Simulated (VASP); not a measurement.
Input of a VASP 6.6.1 run:

Contents of INCAR:

```
ALGO = Normal
EDIFF = 1E-7
ENCUT = 520
GGA = PS
ISIF = 2
ISMEAR = -1
ISPIN = 2
LASPH = True
LCHARG = True
LDAU = True
LDAUJ = 0 0
LDAUL = -1 2
LDAUPRINT = 1
LDAUTYPE = 2
LDAUU = 0 8
LELF = True
LMAXMIX = 4
LORBIT = 11
LREAL = False
LVHAR = True
LWAVE = False
MAGMOM = 0 0 4 4
NBANDS = 30
NELM = 150
PREC = Accurate
SIGMA = 0.05
```

Contents of KPOINTS:

```
k-points
0
Gamma
  8 8 5
```

The input POSCAR:

```
MnAs
1.0
    3.8983201710      0.0000000000      0.0000000000
   -1.9491600855      3.3760443002      0.0000000000
    0.0000000000      0.0000000000      6.1997948634
As Mn
2 2
Direct
    0.6666666667      0.3333333333      0.7500000000
    0.3333333333      0.6666666667      0.2500000000
    0.0000000000      0.0000000000      0.5000000000
    0.0000000000      0.0000000000      0.0000000000
```

Potentials or basis: VASP PAW PBE potentials, release 64 (As, Mn_pv).

Run with:

```console
$ cat potpaw_PBE.64/As/POTCAR potpaw_PBE.64/Mn_pv/POTCAR > POTCAR
$ mpirun -np 1 vasp_std > vasp.out
```

Problem. Predict the net moment.

Solution. 8.18 μB per cell.

Problem. Predict the site moments.

Solution. As -0.35; Mn +4.55 μB.

Eigenvalues of the final occupation matrices:
```tsv
site	spin	trace	eigenvalues
site 3 d	1	4.68	0.93 0.93 0.94 0.94 0.94
site 3 d	2	0.19	0.01 0.01 0.02 0.07 0.07
site 4 d	1	4.68	0.93 0.93 0.94 0.94 0.94
site 4 d	2	0.19	0.01 0.01 0.02 0.07 0.07
```

Caveat: the U is typed as a test and isn't derived for this compound. The state reached can hang on the start; a lower one may exist.
